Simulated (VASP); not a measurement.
# PbS (Pm-3m) in VASP: notebook, part 2 of 2

VASP 6.6.1. Earlier steps stand in the parts before.

## (5) Single point, BLYP+D3(BJ)

This run uses another cell than the first one, of 23.96 Å³/atom, 0.983 times its volume.

The input, INCAR:

```
PREC = Accurate
ENCUT = 520
EDIFF = 1E-7
ISMEAR = -1
SIGMA = 0.05
LREAL = False
LASPH = True
NELM = 100
ALGO = Normal
ISIF = 2
LWAVE = False
LCHARG = False
GGA = B5
ALDAX = 1.0
AGGAX = 1.0
AGGAC = 1.0
ALDAC = 0.0
IVDW = 12
VDW_S6 = 1.0
VDW_S8 = 2.6996
VDW_A1 = 0.4298
VDW_A2 = 4.2359
NBANDS = 17
```

The input, KPOINTS:

```
regular mesh
0
Gamma
  7 7 7
```

The input, POSCAR:

```
PbS
1.0
    3.6323137120      0.0000000000      0.0000000000
    0.0000000000      3.6323137120      0.0000000000
    0.0000000000      0.0000000000      3.6323137120
Pb S
1 1
Direct
    0.0000000000      0.0000000000      0.0000000000
    0.5000000000      0.5000000000      0.5000000000
```

Potentials or basis: VASP PAW PBE potentials, release 64 (Pb_d, S).

Command:

```bash
$ cat potpaw_PBE.64/Pb_d/POTCAR potpaw_PBE.64/S/POTCAR > POTCAR
$ mpirun -np 1 vasp_std > vasp.out
```

OUTCAR:

```text
PREC = Accurate
   ENCUT = 520
   EDIFF = 1E-7
   ISMEAR = -1
   LREAL = False
   LASPH = True
   NELM = 100
   ISIF = 2
   GGA = B5
   IVDW = 12
 IVDW          = 12

 ion  position               nearest neighbor table
   1  0.000  0.000  0.000-   2 3.15   2 3.15   2 3.15   2 3.15   2 3.15   2 3.15   2 3.15   2 3.15

   2  0.500  0.500  0.500-   1 3.15   1 3.15   1 3.15   1 3.15   1 3.15   1 3.15   1 3.15   1 3.15

  LATTYP: Found a simple cubic cell.
 ALAT       =     3.6323137120

  Lattice vectors:

 A1 = (   3.6323137120,   0.0000000000,   0.0000000000)
 A2 = (   0.0000000000,   3.6323137120,   0.0000000000)
 A3 = (   0.0000000000,   0.0000000000,   3.6323137120)

Analysis of symmetry for initial positions (statically):
=====================================================================
 Subroutine PRICEL returns:
 Original cell was already a primitive cell.

 Routine SETGRP: Setting up the symmetry group for a
 simple cubic supercell.

 Subroutine GETGRP returns: Found 48 space group operations
 (whereof 48 operations were pure point group operations)
 out of a pool of 48 trial point group operations.

The static configuration has the point symmetry O_h .

Analysis of symmetry for dynamics (positions and initial velocities):
=====================================================================
 Subroutine PRICEL returns:
 Original cell was already a primitive cell.

 Routine SETGRP: Setting up the symmetry group for a
 simple cubic supercell.

 Subroutine GETGRP returns: Found 48 space group operations
 (whereof 48 operations were pure point group operations)
 out of a pool of 48 trial point group operations.

The dynamic configuration has the point symmetry O_h .

 Subroutine INISYM returns: Found 48 space group operations
 (whereof 48 operations are pure point group operations),
 and found     1 'primitive' translations

[... 106 lines left out ...]
   IALGO  =     38    algorithm
   IMIX   =      4    mixing-type and parameters
     AMIX     =   0.40;   BMIX     =  1.00
     AMIX_MAG =   1.60;   BMIX_MAG =  1.00
  volume/ion in A,a.u.               =      23.96       161.70
  Fermi-wavevector in a.u.,A,eV,Ry     =   1.223399  2.311889 20.363912  1.496705
  Thomas-Fermi vector in A             =   2.358511
   LORBIT       =      0    0 simple, 1 ext, 2 COOP (PROOUT), +10 PAW based schemes
   GGA     = B5    functional components
   LHFCALC =     F    Hartree Fock is set to
   AEXX    =    0.0000 exact exchange contribution
   IVDW    =    12    specifies the selected vdW correction
   LEPSILON=     F    determine dielectric tensor
   LRPA    =     F    only Hartree local field effects (RPA)
 non-spin polarized calculation
  energy-cutoff  :      520.00
  volume of cell :       47.92
 maximum number of plane-waves:      1309
 NGX is ok and might be reduce to    28
   NGX = 13   NGY = 13   NGZ = 13

 number of electron      19.9999995 magnetization

 Free energy of the ion-electron system (eV)
  ---------------------------------------------------
  ext. energy  EPLUGINS =         0.00000000
  ---------------------------------------------------
  free energy    TOTEN  =        -7.02568960 eV

  energy without entropy =       -7.01917919  energy(sigma->0) =       -7.02243439

 E-fermi :   6.7148     XC(G=0):  -9.6638

 val. band max:        6.6130370351   @ k =   0.2857   0.1429   0.1429
 cond. band min:       6.7695669796   @ k =   0.4286   0.4286   0.4286
 fundamental gap:      0.1565299445
 Fermi energy:         6.7147828115

 k-point     1 :       0.0000    0.0000    0.0000
  band No.  band energies     occupation
      1     -10.1949      2.00000
      2     -10.1949      2.00000
      3      -9.9749      2.00000
      4      -9.9749      2.00000
      5      -9.9749      2.00000
      6      -6.4572      2.00000
[... 377 lines left out ...]
      4      -9.9318      2.00000
      5      -9.9318      2.00000
      6      -4.1619      2.00000
[... 9 lines left out ...]
     16      20.0068      0.00000
     17      23.3484      0.00000

------------------------ aborting loop because EDIFF is reached ----------------------------------------

 Edisp (eV)   -1.77188

 E8    (eV) :    -1.3239

  FORCE on cell =-STRESS in cart. coord.  units (eV):
  Direction    XX          YY          ZZ          XY          YZ          ZX
  --------------------------------------------------------------------------------------
  -------------------------------------------------------------------------------------
  Total       0.01026     0.01026     0.01026     0.00000    -0.00000     0.00000
  in kB       0.34314     0.34314     0.34314     0.00000    -0.00000     0.00000
  external pressure =        0.34 kB  Pullay stress =        0.00 kB

 VOLUME and BASIS-vectors are now :
 -----------------------------------------------------------------------------
  energy-cutoff  :      520.00
  volume of cell :       47.92
      direct lattice vectors                 reciprocal lattice vectors
     3.632313712  0.000000000  0.000000000     0.275306617  0.000000000  0.000000000
     0.000000000  3.632313712  0.000000000     0.000000000  0.275306617  0.000000000
     0.000000000  0.000000000  3.632313712     0.000000000  0.000000000  0.275306617

 POSITION                                       TOTAL-FORCE (eV/Angst)
 -----------------------------------------------------------------------------------
      0.00000      0.00000      0.00000         0.000000      0.000000      0.000000
      1.81616      1.81616      1.81616         0.000000      0.000000      0.000000
 -----------------------------------------------------------------------------------
    total drift:                               -0.000000      0.000000      0.000000

  FREE ENERGIE OF THE ION-ELECTRON SYSTEM (eV)
  ---------------------------------------------------
  free  energy   TOTEN  =        -8.7975723003 eV

  energy  without entropy=       -8.7910618834  energy(sigma->0) =       -8.79431709
```

stdout:

```text
POSCAR found type information on POSCAR PbS
 POSCAR found :  2 types and       2 ions
 scaLAPACK will be used
 -----------------------------------------------------------------------------
|                                                                             |
|                                                                             |
|     You enforced a specific xc type in the INCAR file but a different       |
|     I HOPE YOU KNOW WHAT YOU ARE DOING!                                     |
|                                                                             |
 -----------------------------------------------------------------------------

 LDA part: xc-table for (Slater(with rela. corr.)+VWN5), standard interpolation
 POSCAR, INCAR and KPOINTS ok, starting setup
 FFT: planning ... GRIDC
 FFT: planning ... GRID_SOFT
 FFT: planning ... GRID
 WAVECAR not read
 entering main loop
```

It took 22 s on 1 thread of Intel Xeon Platinum 8488C (Sapphire Rapids), shared host; peak memory 0.17 GiB.

What came out:

```
Free energy                : -8.7976 eV
Pressure                   : 0.0 GPa
Band gap on the k mesh     : 0.16 eV, indirect (least direct gap 1.49 eV)
Dispersion energy per atom : -0.886 eV
```

Caveat: the PAW data sets were made with another functional, which shifts forces and pressure a little; spin-orbit coupling is left out, which moves the levels of the heavy elements. A k mesh can miss the band edges.

## (6) Single point, PBE

The input, INCAR:

```
PREC = Accurate
ENCUT = 520
EDIFF = 1E-6
ISMEAR = 0
SIGMA = 0.028999999999999998
LREAL = False
LASPH = True
NELM = 100
ALGO = Normal
ISIF = 2
LWAVE = False
LCHARG = False
GGA = PE
NBANDS = 17
```

The input, KPOINTS:

```
Automatic mesh
0
Gamma
  7 7 7
```

The input, POSCAR:

```
PbS
1.0
    3.6536590000      0.0000000000      0.0000000000
    0.0000000000      3.6536590000      0.0000000000
    0.0000000000      0.0000000000      3.6536590000
Pb S
1 1
Direct
    0.0000000000      0.0000000000      0.0000000000
    0.5000000000      0.5000000000      0.5000000000
```

Potentials or basis: VASP PAW PBE potentials, release 64 (Pb_d, S).

Command:

```bash
$ cat potpaw_PBE.64/Pb_d/POTCAR potpaw_PBE.64/S/POTCAR > POTCAR
$ mpirun -np 1 vasp_std > vasp.out
```

It took 11 s on 1 thread of Intel Xeon Platinum 8488C (Sapphire Rapids), shared host; peak memory 0.16 GiB.

Results (log left out):

```yaml
Free_energy: -8.2523 eV
Pressure: 0.2 GPa
Band_gap_on_the_k_mesh: 0.10 eV, indirect (least direct gap 1.43 eV)
```

Levels at points of the mesh, in eV from the valence-band top:
| k point | band 6 | band 7 | band 8 | band 9 | band 10 | band 11 | band 12 | band 13 | band 14 | band 15 |
| --- | --- | --- | --- | --- | --- | --- | --- | --- | --- | --- |
| (0.00, 0.00, 0.00) | -13.00 | -6.61 | -1.45 | -1.45 | -1.45 | 5.61 | 5.61 | 6.64 | 6.64 | 6.64 |

Caveat: spin-orbit coupling is left out, which moves the levels of the heavy elements.

## (7) Overview

```tsv
task	level	spin	cell	cutoff (eV)	smearing	gap on the mesh (eV)	pressure (GPa)	relaxed volume (Å³/atom)
relaxation of cell and atoms	r2SCAN+D4	off	relaxed from a = 3.654 Å, 2 atoms	600	fermi-dirac 0.05 eV	0.26	0.0	23.80
relaxation of cell and atoms	r2SCAN+rVV10	off	relaxed from a = 3.654 Å, 2 atoms	600	fermi-dirac 0.05 eV	0.23	0.0	23.73
single point	r2SCAN	non-collinear, zero start, SOC	a = 3.654 Å, 2 atoms	520	fermi-dirac 0.05 eV	-	-1.2	-
single point	BLYP+D3(BJ)	off	a = 3.632 Å, 2 atoms	520	fermi-dirac 0.05 eV	0.16	0.0	-
single point	PBE	off	a = 3.654 Å, 2 atoms	520	gaussian 0.029 eV	0.10	0.2	-
```

Alike in all rows: potentials or basis VASP PAW PBE potentials, release 64 (Pb_d, S); k mesh 7 × 7 × 7.

Caveats: the PAW data sets were made with another functional, which shifts forces and pressure a little (some runs); spin-orbit coupling is left out, which moves the levels of the heavy elements (some runs).

Absolute energies hang on the potentials; compare differences alone.
